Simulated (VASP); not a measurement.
Set up this calculation in VASP 6.6.1, as the native input.

```
Task                               : single point
Functional                         : PBE0
Potentials or basis                : VASP PAW PBE potentials, release 64 (Cl, Na_pv)
Cutoff                             : 520 eV
k mesh                             : 4 × 4 × 4
Occupations                        : fermi-dirac, width 0.05 eV
Spin                               : no spin polarisation
Dipole correction                  : no
Grid for exact exchange (PRECFOCK) : Normal
Further INCAR settings             : ALGO = Normal; EDIFF = 1e-06; NBANDS = 14
Share of exact exchange            : 0.25
```

Crystal: NaCl.

```
CELL_PARAMETERS angstrom
3.43070 0.00000 0.00000
0.00000 3.43070 0.00000
0.00000 0.00000 3.43070
ATOMIC_POSITIONS crystal
Cl 0.50000 0.50000 0.50000
Na 0.00000 0.00000 0.00000
```

The input as run:

POSCAR

```
NaCl
1.0
    3.4306966741      0.0000000000      0.0000000000
    0.0000000000      3.4306966741      0.0000000000
    0.0000000000      0.0000000000      3.4306966741
Cl Na
1 1
Direct
    0.5000000000      0.5000000000      0.5000000000
    0.0000000000      0.0000000000      0.0000000000
```

INCAR.step1

```
PREC = Accurate
ENCUT = 520
EDIFF = 1E-5
ISMEAR = -1
SIGMA = 0.05
LREAL = False
LASPH = True
NELM = 60
ALGO = Normal
ISIF = 2
LWAVE = True
LCHARG = False
GGA = PE
NBANDS = 14
```

INCAR.step2

```
PREC = Accurate
ENCUT = 520
EDIFF = 1E-6
ISMEAR = -1
SIGMA = 0.05
LREAL = False
LASPH = True
NELM = 60
ALGO = Normal
ISIF = 2
LWAVE = False
LCHARG = False
GGA = PE
LHFCALC = True
AEXX = 0.25
PRECFOCK = Normal
ISTART = 1
NBANDS = 14
```

KPOINTS

```
regular mesh
0
Gamma
  4 4 4
```

Potentials or basis: VASP PAW PBE potentials, release 64 (Cl, Na_pv).

Command:

```sh
$ cat potpaw_PBE.64/Cl/POTCAR potpaw_PBE.64/Na_pv/POTCAR > POTCAR
$ cp INCAR.step1 INCAR
$ mpirun -np 1 vasp_std > vasp.out
$ cp INCAR.step2 INCAR
$ mpirun -np 1 vasp_std > vasp.out
```

Results of the run:

- Pressure: 1.3 GPa
- Band gap on the k mesh: 6.27 eV (least direct gap 6.86 eV)

Caveat: the k points lie up to 0.46 Å⁻¹ apart; the PAW data sets were made with another functional, which shifts forces and pressure a little.

It took 6.5 min on 1 thread of Intel Xeon 8259CL (shared host), peak memory 0.15 GiB.
